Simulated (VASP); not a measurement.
# Sc2Re (P6/mmm) in VASP: a series of runs, part 2 of 2

VASP 6.6.1.

### Step 3. Single point, PBE

This run uses another cell than the first one, of 18.32 Å³/atom.

INCAR reads:

```
PREC = Accurate ; ENCUT = 520
EDIFF = 1E-6 ; ISMEAR = 0
SIGMA = 0.1 ; LREAL = F
LASPH = T ; NELM = 100
ALGO = Fast ; ISIF = 2
LWAVE = F ; LCHARG = F
GGA = PE ; NBANDS = 22
```

KPOINTS reads:

```
Automatic mesh
0
Gamma
  12 12 16
```

POSCAR reads:

```
Sc2Re
1.0
    4.7557477530      0.0000000000      0.0000000000
   -2.3778738765      4.1185983681      0.0000000000
    0.0000000000      0.0000000000      2.8059619458
Sc Re
2 1
Direct
    0.3333333333      0.6666666667      0.5000000000
    0.6666666667      0.3333333333      0.5000000000
    0.0000000000      0.0000000000      0.0000000000
```

Potentials or basis: VASP PAW PBE potentials, release 64 (Sc_sv, Re).

On the command line:

```bash
> cat potpaw_PBE.64/Sc_sv/POTCAR potpaw_PBE.64/Re/POTCAR > POTCAR
> mpirun -np 1 vasp_std > vasp.out
```

OUTCAR:

```text
PREC = Accurate
   ENCUT = 520
   EDIFF = 1E-6
   ISMEAR = 0
   LREAL = F
   LASPH = T
   NELM = 100
   ISIF = 2
   GGA = PE

 ion  position               nearest neighbor table
   1  0.333  0.667  0.500-   2 2.75   2 2.75   2 2.75   3 3.08   3 3.08   3 3.08   3 3.08   3 3.08
                             3 3.08
   2  0.667  0.333  0.500-   1 2.75   1 2.75   1 2.75   3 3.08   3 3.08   3 3.08   3 3.08   3 3.08
                             3 3.08
   3  0.000  0.000  0.000-   1 3.08   2 3.08   1 3.08   2 3.08   2 3.08   2 3.08   1 3.08   1 3.08
                             2 3.08   2 3.08   1 3.08   1 3.08

  LATTYP: Found a hexagonal cell.
 ALAT       =     4.7557477530
 C/A-ratio  =     0.5900148813

  Lattice vectors:

 A1 = (   4.7557477530,   0.0000000000,   0.0000000000)
 A2 = (  -2.3778738765,   4.1185983681,   0.0000000000)
 A3 = (   0.0000000000,   0.0000000000,   2.8059619458)

Analysis of symmetry for initial positions (statically):
=====================================================================
 Subroutine PRICEL returns:
 Original cell was already a primitive cell.

 Routine SETGRP: Setting up the symmetry group for a
 hexagonal supercell.

 Subroutine GETGRP returns: Found 24 space group operations
 (whereof 24 operations were pure point group operations)
 out of a pool of 24 trial point group operations.

The static configuration has the point symmetry D_6h.

Analysis of symmetry for dynamics (positions and initial velocities):
=====================================================================
 Subroutine PRICEL returns:
 Original cell was already a primitive cell.

 Routine SETGRP: Setting up the symmetry group for a
 hexagonal supercell.

 Subroutine GETGRP returns: Found 24 space group operations
 (whereof 24 operations were pure point group operations)
 out of a pool of 24 trial point group operations.

The dynamic configuration has the point symmetry D_6h.

 Subroutine INISYM returns: Found 24 space group operations
 (whereof 24 operations are pure point group operations),
 and found     1 'primitive' translations

----------------------------------------------------------------------------------------

                                     Primitive cell

  volume of cell :      54.9604

  direct lattice vectors                    reciprocal lattice vectors
     4.755747753  0.000000000  0.000000000     0.210271876  0.121400524  0.000000000
    -2.377873876  4.118598368  0.000000000     0.000000000  0.242801048  0.000000000
     0.000000000  0.000000000  2.805961946     0.000000000  0.000000000  0.356384021

  length of vectors
     4.755747753  4.755747753  2.805961946     0.242801048  0.242801048  0.356384021

  position of ions in fractional coordinates (direct lattice)
     0.333333333  0.666666667  0.500000000
     0.666666667  0.333333333  0.500000000
     0.000000000  0.000000000  0.000000000

  ion indices of the primitive-cell ions
   primitive index   ion index
                 1           1
                 2           2
                 3           3

----------------------------------------------------------------------------------------

 KPOINTS: Automatic mesh

Automatic generation of k-mesh.
 Grid dimensions read from file:
 generate k-points for:   12   12   16

 Generating k-lattice:

  Cartesian coordinates                     Fractional coordinates (reciprocal lattice)
     0.017522656  0.010116710  0.000000000     0.083333333 -0.000000000  0.000000000
     0.000000000  0.020233421  0.000000000     0.000000000  0.083333333  0.000000000
     0.000000000  0.000000000  0.022274001     0.000000000  0.000000000  0.062500000

  Length of vectors
     0.020233421  0.020233421  0.022274001

  Shift w.r.t. Gamma in fractional coordinates (k-lattice)
     0.000000000  0.000000000  0.000000000

 Subroutine IBZKPT returns following result:
 ===========================================

 Found    171 irreducible k-points:

 Following reciprocal coordinates:
            Coordinates               Weight
  0.000000  0.000000  0.000000      1.000000
  0.083333  0.000000  0.000000      6.000000
  0.166667 -0.000000  0.000000      6.000000
  0.250000  0.000000  0.000000      6.000000
  0.333333 -0.000000  0.000000      6.000000
  0.416667  0.000000  0.000000      6.000000
[... 16 lines left out ...]
  0.250000  0.000000  0.062500     12.000000
  0.333333 -0.000000  0.062500     12.000000
 [... further k-points ...]
   k-points           NKPTS =    171   k-points in BZ     NKDIM =    171   number of bands    NBANDS=     22
   number of dos      NEDOS =    301   number of ions     NIONS =      3
   total plane-waves  NPLWV =  31104
   dimension x,y,z NGX =    36 NGY =   36 NGZ =   24
   dimension x,y,z NGXF=    72 NGYF=   72 NGZF=   48
   ions per type =               2   1
   NGX,Y,Z   is equivalent  to a cutoff of  12.58, 12.58, 14.22 a.u.
   NGXF,Y,Z  is equivalent  to a cutoff of  25.17, 25.17, 28.44 a.u.
 SYSTEM =  unknown system
   PREC   = accura    normal or accurate (medium, high low for compatibility)
   ISTART =      0    job   : 0-new  1-cont  2-samecut
   ICHARG =      2    charge: 1-file 2-atom 10-const
   ISPIN  =      1    spin polarized calculation?
   LNONCOLLINEAR =      F non collinear calculations
   LSORBIT =      F    spin-orbit coupling
   LASPH  =      T    aspherical Exc in radial PAW
   ENCUT  =  520.0 eV  38.22 Ry    6.18 a.u.   8.84  8.84  5.22*2*pi/ulx,y,z
   NELM   =    100;   NELMIN=  2; NELMDL= -5     # of ELM steps
   EDIFF  = 0.1E-05   stopping-criterion for ELM
   LREAL  =      F    real-space projection
   EDIFFG = 0.1E-04   stopping-criterion for IOM
   NSW    =      0    number of steps for IOM
   IBRION =     -1    ionic relax: 0-MD 1-quasi-New 2-CG
   NFREE  =      0    steps in history (QN), initial steepest desc. (CG)
   ISIF   =      2    stress and relaxation
   ISYM   =      2    0-nonsym 1-usesym 2-fastsym
   POTIM  = 0.5000    time-step for ionic-motion
   TEBEG  =    0.0;   TEEND  =   0.0 temperature during run
   PSTRESS=    0.0 pullay stress
   NELECT =      29.0000    total number of electrons
   NUPDOWN=      -1.0000    fix difference up-down
   EMIN   =  10.00;   EMAX   =-10.00  energy-range for DOS
   EFERMI =   0.00;   METHOD = LEGACY
   ISMEAR =     0;   SIGMA  =   0.10  broadening in eV -4-tet -1-fermi 0-gaus
   EFERMI_NEDOS =   21; number of points for ismear=-14 and -15
   IALGO  =     68    algorithm
   IMIX   =      4    mixing-type and parameters
     AMIX     =   0.40;   BMIX     =  1.00
     AMIX_MAG =   1.60;   BMIX_MAG =  1.00
  volume/ion in A,a.u.               =      18.32       123.63
  Fermi-wavevector in a.u.,A,eV,Ry     =   1.322891  2.499902 23.810758  1.750041
  Thomas-Fermi vector in A             =   2.452539
   LORBIT       =      0    0 simple, 1 ext, 2 COOP (PROOUT), +10 PAW based schemes
   GGA     = PE    functional components
   LHFCALC =     F    Hartree Fock is set to
   AEXX    =    0.0000 exact exchange contribution
   IVDW    =     0    specifies the selected vdW correction
   LEPSILON=     F    determine dielectric tensor
   LRPA    =     F    only Hartree local field effects (RPA)
 non-spin polarized calculation
 RMM-DIIS sequential band-by-band and
 Gauss-broadening in eV      SIGMA  =   0.10
  energy-cutoff  :      520.00
  volume of cell :       54.96
 maximum number of plane-waves:      1504
 NGX is ok and might be reduce to    36
   NGX = 17   NGY = 17   NGZ = 11

 number of electron      28.9999997 magnetization

 Free energy of the ion-electron system (eV)
  ---------------------------------------------------
  ext. energy  EPLUGINS =         0.00000000
  ---------------------------------------------------
  free energy    TOTEN  =       -24.53653107 eV

  energy without entropy =      -24.51990409  energy(sigma->0) =      -24.52821758

 E-fermi :   5.5140     XC(G=0): -11.6033

 val. band max:        5.5079318219   @ k =   0.4167   0.0833   0.1250
 cond. band min:       5.5172405930   @ k =   0.2500   0.2500   0.1250
 fundamental gap:      0.0093087711
 Fermi energy:         5.5139861022

 k-point     1 :       0.0000    0.0000    0.0000
  band No.  band energies     occupation
      1     -43.6856      2.00000
      2     -43.4698      2.00000
      3     -22.5655      2.00000
      4     -22.5655      2.00000
      5     -21.9363      2.00000
      6     -21.9247      2.00000
[... 574 lines left out ...]
      6     -21.9402      2.00000
[... 14 lines left out ...]
     21       8.9693      0.00000
     22       9.3748      0.00000

 [... further k-points ...]

------------------------ aborting loop because EDIFF is reached ----------------------------------------

  FORCE on cell =-STRESS in cart. coord.  units (eV):
  Direction    XX          YY          ZZ          XY          YZ          ZX
  --------------------------------------------------------------------------------------
  -------------------------------------------------------------------------------------
  Total       -0.0383842     -0.0383842     -0.0294317      0.0000000      0.0000000     -0.0000000
  in kB       -1.1189559     -1.1189559     -0.8579761      0.0000000      0.0000000     -0.0000000
  external PRESSURE =      -1.0319626 kB  Pullay stress =       0.0000000 kB

 VOLUME and BASIS-vectors are now :
 -----------------------------------------------------------------------------
  energy-cutoff  :      520.00
  volume of cell :       54.96
      direct lattice vectors                 reciprocal lattice vectors
     4.755747753  0.000000000  0.000000000     0.210271876  0.121400524  0.000000000
    -2.377873876  4.118598368  0.000000000     0.000000000  0.242801048  0.000000000
     0.000000000  0.000000000  2.805961946     0.000000000  0.000000000  0.356384021

 POSITION                                       TOTAL-FORCE (eV/Angst)
 -----------------------------------------------------------------------------------
     -0.00000      2.74573      1.40298         0.000000     -0.000000     -0.000000
      2.37787      1.37287      1.40298        -0.000000      0.000000      0.000000
      0.00000      0.00000      0.00000         0.000000      0.000000      0.000000
 -----------------------------------------------------------------------------------
    total drift:                                0.000000      0.000000     -0.000000

  FREE ENERGIE OF THE ION-ELECTRON SYSTEM (eV)
  ---------------------------------------------------
  free  energy   TOTEN  =       -24.5365310717 eV

  energy  without entropy=      -24.5199040860  energy(sigma->0) =      -24.52821758
```

OSZICAR:

```text
N       E                     dE             d eps       ncg     rms          rms(c)
DAV:   1     0.344432007931E+03    0.34443E+03   -0.14353E+04 11298   0.149E+03
DAV:   2    -0.937722638106E+01   -0.35381E+03   -0.34685E+03 11552   0.600E+02
DAV:   3    -0.260447229577E+02   -0.16667E+02   -0.15705E+02 13236   0.143E+02
DAV:   4    -0.267890413899E+02   -0.74432E+00   -0.71342E+00 13274   0.250E+01
DAV:   5    -0.268118012294E+02   -0.22760E-01   -0.22569E-01 11700   0.458E+00    0.225E+01
RMM:   6    -0.248867672748E+02    0.19250E+01   -0.24422E+00 11009   0.231E+01    0.838E+00
RMM:   7    -0.246134371244E+02    0.27333E+00   -0.29242E+00 11839   0.230E+01    0.523E+00
RMM:   8    -0.245289028015E+02    0.84534E-01   -0.13124E+00 13107   0.940E+00    0.184E+00
RMM:   9    -0.245345020829E+02   -0.55993E-02   -0.20968E-01 12509   0.390E+00    0.781E-01
RMM:  10    -0.245364978817E+02   -0.19958E-02   -0.57653E-02 13298   0.160E+00    0.186E-01
RMM:  11    -0.245363265140E+02    0.17137E-03   -0.95462E-03 13992   0.851E-01    0.122E-01
RMM:  12    -0.245365362883E+02   -0.20977E-03   -0.30081E-03 13298   0.376E-01    0.502E-02
RMM:  13    -0.245365260404E+02    0.10248E-04   -0.57832E-04 12988   0.237E-01    0.326E-02
RMM:  14    -0.245365289238E+02   -0.28834E-05   -0.20037E-04 12416   0.123E-01    0.859E-03
RMM:  15    -0.245365296195E+02   -0.69575E-06   -0.56911E-05 11255   0.726E-02    0.451E-03
RMM:  16    -0.245365306335E+02   -0.10140E-05   -0.14643E-05 10139   0.534E-02    0.458E-03
RMM:  17    -0.245365310717E+02   -0.43817E-06   -0.53614E-06  8935   0.573E-02
   1 F= -.24536531E+02 E0= -.24528218E+02  d E =-.166270E-01
```

Run time: 2.9 min. Hardware: 1 thread of AMD EPYC 9R45 (Zen 5), shared host; peak memory 0.3 GiB.

What came out:

* Free energy: -24.5365 eV
* Pressure: -0.1 GPa
* Band gap on the k mesh: zero (an odd number of electrons rules out a gap without spin polarisation)

Caveat: spin-orbit coupling is left out, which moves the levels of the heavy elements.

### Step 4. Relaxation of cell and atoms, PBE

INCAR reads:

```
  PREC = Accurate
  ENCUT = 600
  EDIFF = 1E-6
  ISMEAR = 0
  SIGMA = 0.1
  LREAL = F
  LASPH = T
  NELM = 60
  ALGO = Fast
  ISIF = 3
  LWAVE = F
  LCHARG = F
  GGA = PE
  IBRION = 2
  NSW = 100
  EDIFFG = -0.01
```

KPOINTS reads:

```
regular mesh
0
Gamma
  12 12 16
```

POSCAR reads:

```
Sc2Re
1.0
    4.5993212737      0.0000000000      0.0000000000
   -2.2996606369      3.9831290633      0.0000000000
    0.0000000000      0.0000000000      2.9237450722
Sc Re
2 1
Direct
    0.3333333333      0.6666666667      0.5000000000
    0.6666666667      0.3333333333      0.5000000000
    0.0000000000      0.0000000000      0.0000000000
```

On the command line:

```bash
> cat potpaw_PBE.64/Sc_sv/POTCAR potpaw_PBE.64/Re/POTCAR > POTCAR
> mpirun -np 1 vasp_std > vasp.out
```

Run time: 17 min. Hardware: 1 thread of AMD EPYC 9R45 (Zen 5), shared host; peak memory 0.34 GiB.

The run converged. Its results:

```yaml
Free_energy: -24.5376 eV
Relaxed_volume: 18.31 Å³/atom
Relaxed_cell: a = 4.754 Å, b = 4.754 Å, c = 2.806 Å, α = 90.00°, β = 90.00°, γ = 120.00°
Space_group_after_relaxing_to_0.1_Å: P6/mmm (No. 191)
Energy_gained_by_relaxing: 48.4 meV/atom
Ionic_steps: 7
Pressure_after_relaxing: 0.1 GPa
Band_gap_on_the_k_mesh: zero (an odd number of electrons rules out a gap without spin polarisation)
```

Step by step:
```
step  energy change (eV)  largest force (eV/Å)  pressure (GPa)  volume (Å³)
   1              0.0000                0.0000            2.98        53.56
   2             -0.1353                0.0000           -2.31        56.05
   3             -0.1410                0.0000           -1.57        55.64
   4             -0.1417                0.0000            1.37        54.38
   5             -0.1451                0.0000           -0.06        54.98
   6             -0.1451                0.0000           -0.05        54.96
   7             -0.1451                0.0000            0.05        54.93
```

Final structure:
```
CELL_PARAMETERS angstrom
4.75449 0.00000 0.00000
-2.37724 4.11751 0.00000
0.00000 0.00000 2.80592
ATOMIC_POSITIONS crystal
Sc 0.33333 0.66667 0.50000
Sc 0.66667 0.33333 0.50000
Re 0.00000 0.00000 0.00000
```

Levels at points of the mesh, in eV from the Fermi level:
```
           k point  band 11  band 12  band 13  band 14  band 15  band 16  band 17  band 18
(0.00, 0.00, 0.00)    -1.61    -1.61    -0.34    -0.34     0.36     0.41     1.33     1.34
(0.50, 0.00, 0.00)    -3.18    -1.81    -1.19     0.16     0.24     0.62     1.00     1.16
(0.00, 0.00, 0.50)    -2.56    -2.56    -2.42    -1.58     1.43     1.43     2.30     2.38
(0.50, 0.00, 0.50)    -2.51    -1.46    -0.59    -0.36    -0.27    -0.01     1.58     1.75
```

Caveat: spin-orbit coupling is left out, which moves the levels of the heavy elements.

### Step 5. The runs side by side

| task | cell | k mesh | cutoff (eV) | gap on the mesh (eV) | pressure (GPa) |
| --- | --- | --- | --- | --- | --- |
| single point | a = 4.599, b = 4.599, c = 2.924 Å, angles 90.0, 90.0, 120.0°, 3 atoms | 6 × 6 × 6 | 520 | none | 2.7 |
| single point | a = 4.756, b = 4.756, c = 2.806 Å, angles 90.0, 90.0, 120.0°, 3 atoms | 12 × 12 × 16 | 520 | none | -0.1 |
| relaxation of cell and atoms | relaxed from a = 4.599, b = 4.599, c = 2.924 Å, angles 90.0, 90.0, 120.0°, 3 atoms | 12 × 12 × 16 | 600 | none | 0.1 |

Alike in all rows: level PBE; potentials or basis VASP PAW PBE potentials, release 64 (Sc_sv, Re); no spin polarisation; smearing gaussian 0.1 eV.

Caveats: spin-orbit coupling is left out, which moves the levels of the heavy elements.

Total energies depend on the potentials used, so only differences within one code and one set of settings carry meaning.
